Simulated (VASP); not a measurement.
Input of a VASP 6.6.1 run:

File INCAR:

```
PREC     = Accurate       # precision mode
ENCUT    = 520            # plane-wave cutoff, eV
EDIFF    = 1E-7           # SCF threshold, eV
ISMEAR   = 0              # smearing method
SIGMA    = 0.1            # smearing width, eV
LREAL    = False          # projectors in reciprocal space
LASPH    = True           # aspherical terms in the spheres
NELM     = 100            # most SCF steps
ALGO     = Normal         # electronic algorithm
ISIF     = 2              # what is computed and relaxed
LWAVE    = False          # write WAVECAR
LCHARG   = True           # write CHGCAR
LDIPOL   = True         
IDIPOL   = 3            
DIPOL    = 0.5 0.5 0.296
GGA      = PE             # functional
LELF     = True           # ELF
LVHAR    = True         
LVACPOTAV= True         
NBANDS   = 74             # bands
```

Contents of KPOINTS:

```
regular mesh
0
Gamma
  6 6 1
```

The input POSCAR:

```
HPt6
1.0
    5.6145835605      0.0000000000      0.0000000000
   -2.8072917802      4.8623719950      0.0000000000
    0.0000000000      0.0000000000     22.6197373747
Pt H
12 2
Direct
    0.3333333333      0.1666666667      0.1768367127
    0.3333333333      0.6666666667      0.1768367127
    0.8333333333      0.1666666667      0.1768367127
    0.8333333333      0.6666666667      0.1768367127
    0.1666666667      0.3333333333      0.2789580515
    0.1666666667      0.8333333333      0.2789580515
    0.6666666667      0.3333333333      0.2789580515
    0.6666666667      0.8333333333      0.2789580515
    0.0000000000      0.0000000000      0.3810715055
    0.0000000000      0.5000000000      0.3810715055
    0.5000000000      0.0000000000      0.3810715055
    0.5000000000      0.5000000000      0.3810715055
    0.1549332300      0.3098664600      0.4009656357
    0.3450667700      0.6901335400      0.4009656357
```

Potentials or basis: VASP PAW PBE potentials, release 64 (Pt, H).

Run with:

```sh
$ cat potpaw_PBE.64/Pt/POTCAR potpaw_PBE.64/H/POTCAR > POTCAR
$ mpirun -np 1 vasp_std > vasp.out
```

Question: Predict the band gap on the k mesh.

Answer: Zero (bands 61 and 62 overlap by 0.56 eV).

Question: What does it give for the largest force?

Answer: 2.979 eV/Å.

Forces on the atoms (eV/Å):
```
Pt   0.033  0.007 -0.036
Pt   0.000  0.017 -0.030
Pt  -0.033  0.007 -0.036
Pt   0.000  0.001 -0.023
Pt   0.000 -0.061 -0.564
Pt  -0.016  0.029 -0.278
Pt   0.000  0.002 -0.143
Pt   0.016  0.029 -0.278
Pt   0.000 -2.727 -0.653
Pt  -2.524 -0.042 -0.322
Pt   0.000  2.887 -0.734
Pt   2.524 -0.042 -0.322
H    0.000  0.775  1.761
H    0.000 -0.883  1.658
```

Caveat: spin-orbit coupling is left out, which moves the levels of the heavy elements.
